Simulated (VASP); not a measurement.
# CO2 (Pa-3) in VASP: a series of runs

CO2 is run at these levels: PBEsol; tasks: relaxation of cell and atoms, single point.

All numbers are computed with VASP 6.6.1; they aren't measurements. Logs are shortened: lines on timing, memory, paths and dates and some standing lists are left out, and cuts for length are marked.

## Step 1: The cell of the first run

It takes space group Pa-3 (No. 205, cubic). Conventional cell: a = 5.406 Å, b = 5.406 Å, c = 5.406 Å, α = 90.00°, β = 90.00°, γ = 90.00°. C (site symmetry -3) has 2 O at 1.16 Å within 1.6 Å. O (site symmetry 3) has 1 C at 1.16 Å within 1.6 Å.

## Step 2: Relaxation of cell and atoms, PBEsol, target pressure 1.74 GPa, at which the enthalpy is minimised

The input, INCAR:

```
ALGO     = Normal         # electronic algorithm
EDIFF    = 1E-6           # SCF threshold, eV
EDIFFG   = -0.05          # ionic threshold
ENCUT    = 600            # plane-wave cutoff, eV
GGA      = PS             # functional
IBRION   = 2              # ionic algorithm
ISIF     = 3              # what is computed and relaxed
ISMEAR   = 0              # smearing method
LASPH    = True           # aspherical terms in the spheres
LCHARG   = False          # write CHGCAR
LREAL    = False          # projectors in reciprocal space
LWAVE    = False          # write WAVECAR
NELM     = 100            # most SCF steps
NSW      = 80             # ionic steps
PREC     = Accurate       # precision mode
PSTRESS  = 17.4         
SIGMA    = 0.1            # smearing width, eV
```

The input, KPOINTS:

```
k-points
0
Gamma
  4 4 4
```

The input, POSCAR:

```
CO2
1.0
    5.4058748019      0.0000000000      0.0000000000
    0.0000000000      5.4058748019      0.0000000000
    0.0000000000      0.0000000000      5.4058748019
C O
4 8
Direct
    0.0000000000      0.0000000000      0.0000000000
    0.5000000000      0.0000000000      0.5000000000
    0.5000000000      0.5000000000      0.0000000000
    0.0000000000      0.5000000000      0.5000000000
    0.1244143774      0.1244143774      0.1244143774
    0.3755856226      0.8755856226      0.6244143774
    0.6244143774      0.3755856226      0.8755856226
    0.8755856226      0.6244143774      0.3755856226
    0.8755856226      0.8755856226      0.8755856226
    0.6244143774      0.1244143774      0.3755856226
    0.3755856226      0.6244143774      0.1244143774
    0.1244143774      0.3755856226      0.6244143774
```

Potentials or basis: VASP PAW PBE potentials, release 64 (C, O).

Started as:

```console
$ cat potpaw_PBE.64/C/POTCAR potpaw_PBE.64/O/POTCAR > POTCAR
$ mpirun -np 1 vasp_std > vasp.out
```

OUTCAR:

```text
EDIFF = 1E-6
   EDIFFG = -0.05
   ENCUT = 600
   GGA = PS
   IBRION = 2
   ISIF = 3
   ISMEAR = 0
   LASPH = True
   LREAL = False
   NELM = 100
   NSW = 80
   PREC = Accurate
   PSTRESS = 17.4

 ion  position               nearest neighbor table
   1  0.000  0.000  0.000-   5 1.16   9 1.16
   2  0.500  0.000  0.500-   6 1.16  10 1.16
   3  0.500  0.500  0.000-   7 1.16  11 1.16
   4  0.000  0.500  0.500-   8 1.16  12 1.16
   5  0.124  0.124  0.124-   1 1.16
   6  0.376  0.876  0.624-   2 1.16
   7  0.624  0.376  0.876-   3 1.16
   8  0.876  0.624  0.376-   4 1.16
   9  0.876  0.876  0.876-   1 1.16
  10  0.624  0.124  0.376-   2 1.16
  11  0.376  0.624  0.124-   3 1.16
  12  0.124  0.376  0.624-   4 1.16

  LATTYP: Found a simple cubic cell.
 ALAT       =     5.4058748019

  Lattice vectors:

 A1 = (   5.4058748019,   0.0000000000,   0.0000000000)
 A2 = (   0.0000000000,   5.4058748019,   0.0000000000)
 A3 = (   0.0000000000,   0.0000000000,   5.4058748019)

Analysis of symmetry for initial positions (statically):
=====================================================================
 Subroutine PRICEL returns:
 Original cell was already a primitive cell.

 Routine SETGRP: Setting up the symmetry group for a
 simple cubic supercell.

 Subroutine GETGRP returns: Found 24 space group operations
 (whereof  6 operations were pure point group operations)
 out of a pool of 48 trial point group operations.

The static configuration has the point symmetry S_6 .
 The point group associated with its full space group is T_h .

Analysis of symmetry for dynamics (positions and initial velocities):
=====================================================================
 Subroutine PRICEL returns:
 Original cell was already a primitive cell.

 Routine SETGRP: Setting up the symmetry group for a
 simple cubic supercell.

 Subroutine GETGRP returns: Found 24 space group operations
 (whereof  6 operations were pure point group operations)
 out of a pool of 48 trial point group operations.

The dynamic configuration has the point symmetry S_6 .
 The point group associated with its full space group is T_h .

 Subroutine INISYM returns: Found 24 space group operations
 (whereof  6 operations are pure point group operations),
 and found     1 'primitive' translations

----------------------------------------------------------------------------------------

                                     Primitive cell

  volume of cell :     157.9785

  direct lattice vectors                    reciprocal lattice vectors
     5.405874802  0.000000000  0.000000000     0.184983936  0.000000000  0.000000000
     0.000000000  5.405874802  0.000000000     0.000000000  0.184983936  0.000000000
     0.000000000  0.000000000  5.405874802     0.000000000  0.000000000  0.184983936

  length of vectors
     5.405874802  5.405874802  5.405874802     0.184983936  0.184983936  0.184983936

  position of ions in fractional coordinates (direct lattice)
     0.000000000  0.000000000  0.000000000
     0.500000000  0.000000000  0.500000000
     0.500000000  0.500000000  0.000000000
     0.000000000  0.500000000  0.500000000
     0.124414377  0.124414377  0.124414377
     0.375585623  0.875585623  0.624414377
     0.624414377  0.375585623  0.875585623
     0.875585623  0.624414377  0.375585623
     0.875585623  0.875585623  0.875585623
     0.624414377  0.124414377  0.375585623
     0.375585623  0.624414377  0.124414377
     0.124414377  0.375585623  0.624414377

  ion indices of the primitive-cell ions
   primitive index   ion index
                 1           1
                 2           2
                 3           3
                 4           4
                 5           5
                 6           6
                 7           7
                 8           8
                 9           9
                10          10
                11          11
                12          12

----------------------------------------------------------------------------------------

 KPOINTS: k-points

Automatic generation of k-mesh.
 Grid dimensions read from file:
 generate k-points for:    4    4    4

 Generating k-lattice:

  Cartesian coordinates                     Fractional coordinates (reciprocal lattice)
     0.046245984  0.000000000  0.000000000     0.250000000  0.000000000  0.000000000
     0.000000000  0.046245984  0.000000000     0.000000000  0.250000000  0.000000000
     0.000000000  0.000000000  0.046245984     0.000000000  0.000000000  0.250000000

  Length of vectors
     0.046245984  0.046245984  0.046245984

  Shift w.r.t. Gamma in fractional coordinates (k-lattice)
     0.000000000  0.000000000  0.000000000

 Subroutine IBZKPT returns following result:
 ===========================================

 Found     11 irreducible k-points:

 Following reciprocal coordinates:
            Coordinates               Weight
  0.000000  0.000000  0.000000      1.000000
  0.250000  0.000000  0.000000      6.000000
  0.500000  0.000000  0.000000      3.000000
  0.250000  0.250000  0.000000     12.000000
  0.500000  0.250000  0.000000      6.000000
 -0.250000  0.500000  0.000000      6.000000
  0.500000  0.500000  0.000000      3.000000
  0.250000  0.250000  0.250000      8.000000
  0.500000  0.250000  0.250000     12.000000
  0.500000  0.500000  0.250000      6.000000
  0.500000  0.500000  0.500000      1.000000
   k-points           NKPTS =     11   k-points in BZ     NKDIM =     11   number of bands    NBANDS=     39
   number of dos      NEDOS =    301   number of ions     NIONS =     12
   total plane-waves  NPLWV = 110592
   dimension x,y,z NGX =    48 NGY =   48 NGZ =   48
   dimension x,y,z NGXF=    96 NGYF=   96 NGZF=   96
   ions per type =               4   8
   NGX,Y,Z   is equivalent  to a cutoff of  14.76, 14.76, 14.76 a.u.
   NGXF,Y,Z  is equivalent  to a cutoff of  29.52, 29.52, 29.52 a.u.
 SYSTEM =  unknown system
   PREC   = accura    normal or accurate (medium, high low for compatibility)
   ISTART =      0    job   : 0-new  1-cont  2-samecut
   ICHARG =      2    charge: 1-file 2-atom 10-const
   ISPIN  =      1    spin polarized calculation?
   LNONCOLLINEAR =      F non collinear calculations
   LSORBIT =      F    spin-orbit coupling
   LASPH  =      T    aspherical Exc in radial PAW
   ENCUT  =  600.0 eV  44.10 Ry    6.64 a.u.  10.80 10.80 10.80*2*pi/ulx,y,z
   NELM   =    100;   NELMIN=  2; NELMDL= -5     # of ELM steps
   EDIFF  = 0.1E-05   stopping-criterion for ELM
   LREAL  =      F    real-space projection
   EDIFFG = -.5E-01   stopping-criterion for IOM
   NSW    =     80    number of steps for IOM
   IBRION =      2    ionic relax: 0-MD 1-quasi-New 2-CG
   NFREE  =      1    steps in history (QN), initial steepest desc. (CG)
   ISIF   =      3    stress and relaxation
   ISYM   =      2    0-nonsym 1-usesym 2-fastsym
   POTIM  = 0.5000    time-step for ionic-motion
   TEBEG  =    0.0;   TEEND  =   0.0 temperature during run
   PSTRESS=   17.4 pullay stress
   NELECT =      64.0000    total number of electrons
   NUPDOWN=      -1.0000    fix difference up-down
   EMIN   =  10.00;   EMAX   =-10.00  energy-range for DOS
   EFERMI =   0.00;   METHOD = LEGACY
   ISMEAR =     0;   SIGMA  =   0.10  broadening in eV -4-tet -1-fermi 0-gaus
   EFERMI_NEDOS =   21; number of points for ismear=-14 and -15
   IALGO  =     38    algorithm
   IMIX   =      4    mixing-type and parameters
     AMIX     =   0.40;   BMIX     =  1.00
     AMIX_MAG =   1.60;   BMIX_MAG =  1.00
  volume/ion in A,a.u.               =      13.16        88.84
  Fermi-wavevector in a.u.,A,eV,Ry     =   1.211348  2.289115 19.964691  1.467363
  Thomas-Fermi vector in A             =   2.346866
   LORBIT       =      0    0 simple, 1 ext, 2 COOP (PROOUT), +10 PAW based schemes
   GGA     = PS    functional components
   LHFCALC =     F    Hartree Fock is set to
   AEXX    =    0.0000 exact exchange contribution
   IVDW    =     0    specifies the selected vdW correction
   LEPSILON=     F    determine dielectric tensor
   LRPA    =     F    only Hartree local field effects (RPA)
 conjugate gradient relaxation of ions
 non-spin polarized calculation
 Gauss-broadening in eV      SIGMA  =   0.10
  energy-cutoff  :      600.00
  volume of cell :      157.98
 maximum number of plane-waves:      5294
 NGX is ok and might be reduce to    48
   NGX = 21   NGY = 21   NGZ = 21

--------------------------------------- Ionic step        1  -------------------------------------------

 number of electron      63.9999979 magnetization

 Free energy of the ion-electron system (eV)
  ---------------------------------------------------
  ext. energy  EPLUGINS =         0.00000000
  ---------------------------------------------------
  free energy    TOTEN  =       -95.23017141 eV

  energy without entropy =      -95.23017141  energy(sigma->0) =      -95.23017141

------------------------ aborting loop because EDIFF is reached ----------------------------------------

  FORCE on cell =-STRESS in cart. coord.  units (eV):
  Direction    XX          YY          ZZ          XY          YZ          ZX
  --------------------------------------------------------------------------------------
  -------------------------------------------------------------------------------------
  Total        3.4501890      3.4501890      3.4501890      0.0000000      0.0000000      0.0000000
  in kB       34.9909322     34.9909322     34.9909322      0.0000000      0.0000000      0.0000000
  external PRESSURE =      17.5909322 kB  Pullay stress =      17.4000000 kB

 VOLUME and BASIS-vectors are now :
 -----------------------------------------------------------------------------
  energy-cutoff  :      600.00
  volume of cell :      157.98
      direct lattice vectors                 reciprocal lattice vectors
     5.405874802  0.000000000  0.000000000     0.184983936  0.000000000  0.000000000
     0.000000000  5.405874802  0.000000000     0.000000000  0.184983936  0.000000000
     0.000000000  0.000000000  5.405874802     0.000000000  0.000000000  0.184983936
[... 66 lines left out ...]
  FREE ENERGIE OF THE ION-ELECTRON SYSTEM (eV)
  ---------------------------------------------------
  free  energy   TOTEN  =       -94.7172072637 eV

  energy  without entropy=      -94.7172072637  energy(sigma->0) =      -94.71720726

  enthalpy is  TOTEN    =       -92.9653842434 eV   P V=        1.7518230203

--------------------------------------- Ionic step        3  -------------------------------------------

 number of electron      63.9999978 magnetization

 Free energy of the ion-electron system (eV)
  ---------------------------------------------------
  ext. energy  EPLUGINS =         0.00000000
  ---------------------------------------------------
  free energy    TOTEN  =       -95.25523070 eV

  energy without entropy =      -95.25523070  energy(sigma->0) =      -95.25523070

 E-fermi :  -2.5348     XC(G=0):  -8.5663

 val. band max:       -2.9872335963   @ k =   0.0000   0.0000   0.0000
 cond. band min:       3.7620032469   @ k =   0.0000   0.0000   0.0000
 fundamental gap:      6.7492368432
 Fermi energy:        -2.5348403435

 k-point     1 :       0.0000    0.0000    0.0000
  band No.  band energies     occupation
      1     -23.6472      2.00000
      2     -23.3278      2.00000
      3     -23.3278      2.00000
      4     -23.3278      2.00000
      5     -22.4422      2.00000
      6     -22.4422      2.00000
[... 474 lines left out ...]
 -----------------------------------------------------------------------------------
      0.00000      0.00000      0.00000         0.000000      0.000000     -0.000000
      2.70577      0.00000      2.70577         0.000000     -0.000000     -0.000000
      2.70577      2.70577      0.00000         0.000000     -0.000000     -0.000000
      0.00000      2.70577      2.70577         0.000000     -0.000000     -0.000000
      0.67660      0.67660      0.67660         0.008103      0.008103      0.008103
      2.02916      4.73493      3.38237        -0.008103     -0.008103      0.008103
      3.38237      2.02916      4.73493         0.008103     -0.008103     -0.008103
      4.73493      3.38237      2.02916        -0.008103      0.008103     -0.008103
      4.73493      4.73493      4.73493        -0.008103     -0.008103     -0.008103
      3.38237      0.67660      2.02916         0.008103      0.008103     -0.008103
      2.02916      3.38237      0.67660        -0.008103      0.008103      0.008103
      0.67660      2.02916      3.38237         0.008103     -0.008103      0.008103
 -----------------------------------------------------------------------------------
    total drift:                               -0.000000      0.000000     -0.000000

  FREE ENERGIE OF THE ION-ELECTRON SYSTEM (eV)
  ---------------------------------------------------
  free  energy   TOTEN  =       -95.2552306954 eV

  energy  without entropy=      -95.2552306954  energy(sigma->0) =      -95.25523070

  enthalpy is  TOTEN    =       -93.5341526182 eV   P V=        1.7210780772

 reached required accuracy - stopping structural energy minimisation
```

Run time: 2.8 min. Hardware: 1 thread of Intel Xeon Platinum 8488C (Sapphire Rapids), shared host; peak memory 0.35 GiB.

What came out:

- Free energy: -95.2552 eV
- Relaxed volume: 13.21 Å³/atom
- Relaxed cell: a = 5.412 Å, b = 5.412 Å, c = 5.412 Å, α = 90.00°, β = 90.00°, γ = 90.00°
- Space group after relaxing (to 0.1 Å): Pa-3 (No. 205)
- Energy change on relaxing (the run minimises the enthalpy): -2.1 meV/atom
- Ionic steps: 3
- Pressure after relaxing: 1.2 GPa
- Largest force after relaxing: 0.014 eV/Å
- Band gap on the k mesh: 6.75 eV

Forces on the atoms (eV/Å):
```
C    0.000  0.000  0.000
C    0.000  0.000  0.000
C    0.000  0.000  0.000
C    0.000  0.000  0.000
O    0.008  0.008  0.008
O   -0.008 -0.008  0.008
O    0.008 -0.008 -0.008
O   -0.008  0.008 -0.008
O   -0.008 -0.008 -0.008
O    0.008  0.008 -0.008
O   -0.008  0.008  0.008
O    0.008 -0.008  0.008
```

The path:
```csv
step,energy change (eV),largest force (eV/Å),pressure (GPa),volume (Å³)
1,0.0000,0.7653,3.50,157.98
2,0.5130,3.4988,-10.00,161.31
3,-0.0251,0.0140,1.17,158.48
```

Final structure:
```xyz
12
Lattice="5.4115 0.0000 0.0000 0.0000 5.4115 0.0000 0.0000 0.0000 5.4115" Properties=species:S:1:pos:R:3 pbc="T T T"
C     0.0000    0.0000    0.0000
C     2.7058    0.0000    2.7058
C     2.7058    2.7058    0.0000
C     0.0000    2.7058    2.7058
O     0.6766    0.6766    0.6766
O     2.0292    4.7349    3.3824
O     3.3824    2.0292    4.7349
O     4.7349    3.3824    2.0292
O     4.7349    4.7349    4.7349
O     3.3824    0.6766    2.0292
O     2.0292    3.3824    0.6766
O     0.6766    2.0292    3.3824
```

Caveat: the cell is relaxed towards a set pressure, so the run minimises the enthalpy, not the energy; this functional lacks dispersion, which holds the molecules together, so the pressure and a relaxed volume are unreliable; the PAW data sets were made with another functional, which shifts forces and pressure a little. A k mesh can miss the band edges.

## Step 3: Relaxation of cell and atoms, PBEsol, target pressure 1.74 GPa, at which the enthalpy is minimised

The input, INCAR:

```
ALGO = Normal
EDIFF = 1E-6
EDIFFG = -0.002
ENCUT = 600
GGA = PS
IBRION = 2
ISIF = 3
ISMEAR = 0
LASPH = T
LCHARG = F
LREAL = F
LWAVE = F
NELM = 80
NSW = 80
PREC = Accurate
PSTRESS = 17.4
SIGMA = 0.01
```

KPOINTS is that of step 2.

POSCAR is that of step 2.

Potentials or basis: VASP PAW PBE potentials, release 64 (C, O).

Started as:

```console
$ cat potpaw_PBE.64/C/POTCAR potpaw_PBE.64/O/POTCAR > POTCAR
$ mpirun -np 1 vasp_std > vasp.out
```

Run time: 7.3 min. Hardware: 1 thread of Intel Xeon Platinum 8488C (Sapphire Rapids), shared host; peak memory 0.35 GiB.

Results (log left out):

* Free energy: -95.1980 eV
* Relaxed volume: 12.67 Å³/atom
* Relaxed cell: a = 5.337 Å, b = 5.337 Å, c = 5.337 Å, α = 90.00°, β = 90.00°, γ = 90.00°
* Space group after relaxing (to 0.1 Å): Pa-3 (No. 205)
* Energy change on relaxing (the run minimises the enthalpy): +2.7 meV/atom
* Ionic steps: 10
* Pressure after relaxing: 1.7 GPa
* Band gap on the k mesh: 6.79 eV

Step by step:
```
step  energy change (eV)  largest force (eV/Å)  pressure (GPa)  volume (Å³)
   1              0.0000                0.7653            3.50       157.98
   2              0.5130                3.4988          -10.00       161.31
   3             -0.0251                0.0140            1.17       158.48
   4             -0.0249                0.0341            1.24       158.46
   5             -0.0195                0.0336            1.30       157.71
   6             -0.0016                0.0354            1.49       155.49
   7              0.0426                0.0452            1.99       151.10
   8              0.0322                0.0433            1.88       152.02
   9              0.0450                0.5498           -0.01       151.92
  10              0.0322                0.0011            1.74       152.02
```

Final structure:
```
C O
1.0
     5.33699    0.00000    0.00000
     0.00000    5.33699    0.00000
     0.00000    0.00000    5.33699
C O
4 8
Direct
  0.00000 0.00000 0.00000
  0.50000 0.00000 0.50000
  0.50000 0.50000 0.00000
  0.00000 0.50000 0.50000
  0.12674 0.12674 0.12674
  0.37326 0.87326 0.62674
  0.62674 0.37326 0.87326
  0.87326 0.62674 0.37326
  0.87326 0.87326 0.87326
  0.62674 0.12674 0.37326
  0.37326 0.62674 0.12674
  0.12674 0.37326 0.62674
```

Levels at points of the mesh, in eV from the valence-band top:
```
           k point  band 29  band 30  band 31  band 32  band 33  band 34  band 35  band 36
(0.00, 0.00, 0.00)    -0.29    -0.29     0.00     0.00     6.79     7.71     7.71     7.71
(0.50, 0.00, 0.00)    -0.43    -0.43    -0.10    -0.10     7.64     7.64     7.95     7.95
(0.50, 0.50, 0.00)    -0.38    -0.38    -0.38    -0.38     7.64     7.64     7.64     7.64
(0.50, 0.50, 0.50)    -0.45    -0.45    -0.45    -0.45     7.61     7.61     7.61     7.61
```

Caveat: the cell is relaxed towards a set pressure, so the run minimises the enthalpy, not the energy; this functional lacks dispersion, which holds the molecules together, so the pressure and a relaxed volume are unreliable; the PAW data sets were made with another functional, which shifts forces and pressure a little. A k mesh can miss the band edges.

[end of part 1 of 2]
